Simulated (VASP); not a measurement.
# W (I4/mmm) in VASP: further runs

Runs on W. Level: PBE. Tasks: single point.

Program: VASP 6.6.1. These are calculated values, not measurements. Logs are shortened: lines on timing, memory, paths and dates and some standing lists are left out, and cuts for length are marked.

**1. The cell of the first run**

It takes space group I4/mmm (No. 139, tetragonal). The conventional cell has a = 3.238 Å, b = 3.238 Å, c = 3.109 Å, α = 90.00°, β = 90.00°, γ = 90.00°. W (site symmetry 4/mmm) has 14 W at 2.77 to 3.24 Å within 3.6 Å.

**2. Single point, PBE**

The input, INCAR:

```
SYSTEM = W
ALGO = Fast
EDIFF = 1E-6
ENCUT = 520
GGA = PE
ISIF = 2
ISMEAR = 0
LASPH = .TRUE.
LCHARG = .FALSE.
LREAL = .FALSE.
LWAVE = .FALSE.
NBANDS = 13
NELM = 80
PREC = Accurate
SIGMA = 0.15
```

The input, KPOINTS:

```
k-points
0
G
  24 24 24
  0 0 0
```

The input, POSCAR:

```
W
1.0
   -1.6191835413      1.6191835413      1.5544161996
    1.6191835413     -1.6191835413      1.5544161996
    1.6191835413      1.6191835413     -1.5544161996
W
1
Direct
    0.0000000000      0.0000000000      0.0000000000
```

Potentials or basis: VASP PAW PBE potentials, release 64 (W_sv).

Started as:

```console
cat potpaw_PBE.64/W_sv/POTCAR > POTCAR
mpirun -np 1 vasp_std > vasp.out
```

OUTCAR:

```text
SYSTEM = W
   EDIFF = 1E-6
   ENCUT = 520
   GGA = PE
   ISIF = 2
   ISMEAR = 0
   LASPH = .TRUE.
   LREAL = .FALSE.
   NELM = 80
   PREC = Accurate

 ion  position               nearest neighbor table
   1  0.000  0.000  0.000-

  LATTYP: Found a body centered tetragonal cell.
 ALAT       =     3.2383670826
 C/A-ratio  =     0.9600000000

  Lattice vectors:

 A1 = (  -1.6191835413,   1.6191835413,   1.5544161996)
 A2 = (   1.6191835413,  -1.6191835413,   1.5544161996)
 A3 = (   1.6191835413,   1.6191835413,  -1.5544161996)

Analysis of symmetry for initial positions (statically):
=====================================================================
 Subroutine PRICEL returns:
 Original cell was already a primitive cell.

 Routine SETGRP: Setting up the symmetry group for a
 body centered tetragonal supercell.

 Subroutine GETGRP returns: Found 16 space group operations
 (whereof 16 operations were pure point group operations)
 out of a pool of 16 trial point group operations.

The static configuration has the point symmetry D_4h.

Analysis of symmetry for dynamics (positions and initial velocities):
=====================================================================
 Subroutine PRICEL returns:
 Original cell was already a primitive cell.

 Routine SETGRP: Setting up the symmetry group for a
 body centered tetragonal supercell.

 Subroutine GETGRP returns: Found 16 space group operations
 (whereof 16 operations were pure point group operations)
 out of a pool of 16 trial point group operations.

The dynamic configuration has the point symmetry D_4h.

 Subroutine INISYM returns: Found 16 space group operations
 (whereof 16 operations are pure point group operations),
 and found     1 'primitive' translations

----------------------------------------------------------------------------------------

                                     Primitive cell

  volume of cell :      16.3012

  direct lattice vectors                    reciprocal lattice vectors
    -1.619183541  1.619183541  1.554416200     0.000000000  0.308797605  0.321664172
     1.619183541 -1.619183541  1.554416200     0.308797605  0.000000000  0.321664172
     1.619183541  1.619183541 -1.554416200     0.308797605  0.308797605  0.000000000

  length of vectors
     2.767619989  2.767619989  2.767619989     0.445896626  0.445896626  0.436705761

  position of ions in fractional coordinates (direct lattice)
     0.000000000  0.000000000  0.000000000

  ion indices of the primitive-cell ions
[... 78 lines left out ...]
   IBRION =     -1    ionic relax: 0-MD 1-quasi-New 2-CG
   NFREE  =      0    steps in history (QN), initial steepest desc. (CG)
   ISIF   =      2    stress and relaxation
   ISYM   =      2    0-nonsym 1-usesym 2-fastsym
   POTIM  = 0.5000    time-step for ionic-motion
   TEBEG  =    0.0;   TEEND  =   0.0 temperature during run
   PSTRESS=    0.0 pullay stress
   NELECT =      14.0000    total number of electrons
   NUPDOWN=      -1.0000    fix difference up-down
   EMIN   =  10.00;   EMAX   =-10.00  energy-range for DOS
   EFERMI =   0.00;   METHOD = LEGACY
   ISMEAR =     0;   SIGMA  =   0.15  broadening in eV -4-tet -1-fermi 0-gaus
   EFERMI_NEDOS =   21; number of points for ismear=-14 and -15
   IALGO  =     68    algorithm
   IMIX   =      4    mixing-type and parameters
     AMIX     =   0.40;   BMIX     =  1.00
     AMIX_MAG =   1.60;   BMIX_MAG =  1.00
  volume/ion in A,a.u.               =      16.30       110.01
  Fermi-wavevector in a.u.,A,eV,Ry     =   1.556125  2.940649 32.946829  2.421524
  Thomas-Fermi vector in A             =   2.659966
   LORBIT       =      0    0 simple, 1 ext, 2 COOP (PROOUT), +10 PAW based schemes
   GGA     = PE    functional components
   LHFCALC =     F    Hartree Fock is set to
   AEXX    =    0.0000 exact exchange contribution
   IVDW    =     0    specifies the selected vdW correction
   LEPSILON=     F    determine dielectric tensor
   LRPA    =     F    only Hartree local field effects (RPA)
 non-spin polarized calculation
 RMM-DIIS sequential band-by-band and
 Gauss-broadening in eV      SIGMA  =   0.15
  energy-cutoff  :      520.00
  volume of cell :       16.30
 maximum number of plane-waves:       451
 NGX is ok and might be reduce to    24
   NGX = 11   NGY = 11   NGZ = 11

 number of electron      14.0000001 magnetization

 Free energy of the ion-electron system (eV)
  ---------------------------------------------------
  ext. energy  EPLUGINS =         0.00000000
  ---------------------------------------------------
  free energy    TOTEN  =       -12.93885081 eV

  energy without entropy =      -12.93384318  energy(sigma->0) =      -12.93634699

 E-fermi :  11.0702     XC(G=0): -13.4828

 val. band max:       11.0675910776   @ k =  -0.3333   0.3333   0.2500
 cond. band min:      11.0767183415   @ k =  -0.1667   0.1667   0.1250
 fundamental gap:      0.0091272639
 Fermi energy:        11.0701913844

 k-point     1 :       0.0000    0.0000    0.0000
  band No.  band energies     occupation
      1     -63.1777      2.00000
      2     -26.7869      2.00000
      3     -26.7869      2.00000
      4     -26.7635      2.00000
      5       1.5616      2.00000
      6       9.5183      2.00000
      7      10.0563      2.00000
      8      10.0563      2.00000
      9      12.8602      0.00000
     10      13.5774      0.00000
     11      25.2519      0.00000
     12      25.2519      0.00000
     13      26.0458      0.00000
[... 354 lines left out ...]
  band No.  band energies     occupation
      1     -63.0575      2.00000
      2     -27.9361      2.00000
      3     -27.1847      2.00000
      4     -26.8073      2.00000
      5       5.0150      2.00000
      6       7.4622      2.00000
      7      11.5029      0.00005
      8      13.2193      0.00000
      9      14.3998      0.00000
     10      16.9872      0.00000
     11      21.7499      0.00000
     12      22.5399      0.00000
     13      27.1963      0.00000

 [... further k-points ...]
[... 5 lines left out ...]
  --------------------------------------------------------------------------------------
  -------------------------------------------------------------------------------------
  Total       -0.6961733     -0.6961733      0.6680540      0.0000000      0.0000000      0.0000000
  in kB      -68.4240052    -68.4240052     65.6602704      0.0000000      0.0000000      0.0000000
  external PRESSURE =     -23.7292467 kB  Pullay stress =       0.0000000 kB

 VOLUME and BASIS-vectors are now :
 -----------------------------------------------------------------------------
  energy-cutoff  :      520.00
  volume of cell :       16.30
      direct lattice vectors                 reciprocal lattice vectors
    -1.619183541  1.619183541  1.554416200     0.000000000  0.308797605  0.321664172
     1.619183541 -1.619183541  1.554416200     0.308797605  0.000000000  0.321664172
     1.619183541  1.619183541 -1.554416200     0.308797605  0.308797605  0.000000000

 POSITION                                       TOTAL-FORCE (eV/Angst)
 -----------------------------------------------------------------------------------
      0.00000      0.00000      0.00000        -0.000000      0.000000      0.000000
 -----------------------------------------------------------------------------------
    total drift:                                0.000000      0.000000      0.000000

  FREE ENERGIE OF THE ION-ELECTRON SYSTEM (eV)
  ---------------------------------------------------
  free  energy   TOTEN  =       -12.9388508101 eV

  energy  without entropy=      -12.9338431761  energy(sigma->0) =      -12.93634699
```

OSZICAR:

```text
N       E                     dE             d eps       ncg     rms          rms(c)
DAV:   1     0.849301371681E+02    0.84930E+02   -0.74725E+03 27786   0.122E+03
DAV:   2    -0.119237398174E+02   -0.96854E+02   -0.93066E+02 30968   0.317E+02
DAV:   3    -0.135731532715E+02   -0.16494E+01   -0.16432E+01 30563   0.400E+01
DAV:   4    -0.135800020533E+02   -0.68488E-02   -0.68485E-02 30458   0.284E+00
DAV:   5    -0.135800603545E+02   -0.58301E-04   -0.58302E-04 31013   0.248E-01    0.199E+01
RMM:   6    -0.130712797348E+02    0.50878E+00   -0.41749E-01 29902   0.603E+00    0.813E+00
RMM:   7    -0.129417287590E+02    0.12955E+00   -0.30174E-01 30096   0.512E+00    0.926E-01
RMM:   8    -0.129390752507E+02    0.26535E-02   -0.12001E-02 34447   0.120E+00    0.266E-01
RMM:   9    -0.129388628307E+02    0.21242E-03   -0.18474E-03 33324   0.513E-01    0.232E-02
RMM:  10    -0.129388613208E+02    0.15099E-05   -0.27929E-04 34537   0.198E-01    0.104E-02
RMM:  11    -0.129388499267E+02    0.11394E-04   -0.35795E-05 35159   0.731E-02    0.411E-03
RMM:  12    -0.129388508101E+02   -0.88335E-06   -0.70533E-06 32190   0.348E-02
   1 F= -.12938851E+02 E0= -.12936347E+02  d E =-.500763E-02
```

Wall time 69 s (1 thread of Intel Xeon 6975P-C (Granite Rapids), shared host); peak memory 0.32 GiB.

What came out:

```
Free energy            : -12.9389 eV
Pressure               : -2.4 GPa
Band gap on the k mesh : zero (band 7 reaches 15.96 eV, above the bottom of band 8 at 9.91 eV)
```

Caveat: spin-orbit coupling is left out, which moves the levels of the heavy elements.

**3. Single point, PBE**

The input, INCAR:

```
PREC = Accurate
ENCUT = 520
EDIFF = 1E-6
ISMEAR = 0
SIGMA = 0.15
LREAL = F
LASPH = T
NELM = 100
ALGO = Fast
ISIF = 2
LWAVE = F
LCHARG = T
GGA = PE
LELF = T
LVHAR = T
NBANDS = 13
```

The input, KPOINTS:

```
Automatic mesh
0
Gamma
  24 24 24
```

The input, POSCAR:

```
W
1.0
   -1.5715325909      1.5715325909      1.6501092204
    1.5715325909     -1.5715325909      1.6501092204
    1.5715325909      1.5715325909     -1.6501092204
W
1
Direct
    0.0000000000      0.0000000000      0.0000000000
```

Potentials or basis: VASP PAW PBE potentials, release 64 (W_sv).

Started as:

```console
cat potpaw_PBE.64/W_sv/POTCAR > POTCAR
mpirun -np 1 vasp_std > vasp.out
```

Wall time 78 s (1 thread of Intel Xeon 6975P-C (Granite Rapids), shared host); peak memory 0.32 GiB.

The run converged. Its results:

* Free energy: -12.9329 eV
* Pressure: -2.3 GPa
* Band gap on the k mesh: zero (band 7 reaches 15.88 eV, above the bottom of band 8 at 10.11 eV)

Stress tensor (GPa, compression positive):
```
  2.46   0.00   0.00
  0.00   2.46   0.00
  0.00   0.00 -11.78
```

Levels at points of the mesh, in eV from the Fermi level:
| k point | band 5 | band 6 | band 7 | band 8 | band 9 | band 10 |
| --- | --- | --- | --- | --- | --- | --- |
| (0.00, 0.00, 0.00) | -9.51 | -1.39 | -1.39 | -0.78 | 1.74 | 2.54 |
| (0.50, 0.00, 0.00) | -6.13 | -3.23 | 0.44 | 1.62 | 3.02 | 5.80 |
| (0.50, 0.50, 0.00) | -6.11 | -3.86 | 0.81 | 2.59 | 3.28 | 5.96 |
| (0.50, 0.50, 0.50) | -5.71 | -5.57 | 4.81 | 5.01 | 5.01 | 7.13 |

Caveat: spin-orbit coupling is left out, which moves the levels of the heavy elements.
